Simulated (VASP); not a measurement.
The system is Os.

```
CELL_PARAMETERS angstrom
0.00000 1.91254 1.91254
1.91254 0.00000 1.91254
1.91254 1.91254 0.00000
ATOMIC_POSITIONS crystal
Os 0.00000 0.00000 0.00000
```

```yaml
Program: VASP 6.6.1
Task: relaxation of cell and atoms
Functional: RPBE
Potentials_or_basis: VASP PAW PBE potentials, release 64 (Os)
Cutoff: 600 eV
k_mesh: 14 × 14 × 14
Occupations: fermi-dirac, width 0.1 eV
Spin: no spin polarisation
```

At the start: pressure 14.6 GPa; volume 13.99 Å³/atom.

Q: How do energy, volume and symmetry change on relaxing?

A: Over 4 steps the energy falls by 21.7 meV/atom and the volume is 14.49 Å³/atom (+3.6 %); space group Fm-3m (No. 225, to 0.05 Å).

Step by step:
```csv
step,energy change (eV),largest force (eV/Å),pressure (GPa),volume (Å³)
1,0.0000,0.0000,14.55,13.99
2,0.2879,0.0000,-38.27,16.73
3,-0.0216,0.0000,-0.90,14.52
4,-0.0217,0.0000,-0.05,14.49
```

Final structure:
```xyz
1
Lattice="0.0000 1.9350 1.9350 1.9350 0.0000 1.9350 1.9350 1.9350 0.0000" Properties=species:S:1:pos:R:3 pbc="T T T"
Os    0.0000    0.0000    0.0000
```

Caveat: the PAW data sets were made with another functional, which shifts forces and pressure a little.
